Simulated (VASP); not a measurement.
WC, 2 atoms in the cell. It takes space group Fm-3m (No. 225, cubic). Conventional cell: a = 4.385 Å, b = 4.385 Å, c = 4.385 Å, α = 90.00°, β = 90.00°, γ = 90.00°. W (site symmetry m-3m) has 6 C at 2.19 Å within 2.9 Å. Within 2.9 Å of C (site symmetry m-3m) lie 6 W at 2.19 Å. 

* Program: VASP 6.6.1
* Task: single point
* Functional: PBEsol
* Potentials or basis: VASP PAW PBE potentials, release 64 (W_sv, C)
* Cutoff: 520 eV
* k mesh: 5 × 5 × 5
* Occupations: fermi-dirac, width 0.15 eV
* Spin: no spin polarisation
* Dipole correction: no
* Further INCAR settings: ALGO = Normal; EDIFF = 1e-06; NBANDS = 16

Potentials or basis: VASP PAW PBE potentials, release 64 (W_sv, C).

Command:

```console
$ cat potpaw_PBE.64/W_sv/POTCAR potpaw_PBE.64/C/POTCAR > POTCAR
$ mpirun -np 1 vasp_std > vasp.out
```

Hardware: 1 thread of Intel Xeon 6975P-C (shared host).

Problem. How long does it take, and how much memory?

Solution. Wall time 2.5 s on 1 thread of Intel Xeon 6975P-C (shared host), peak memory 0.14 GiB. Counts: scf iterations 12, k points 10.
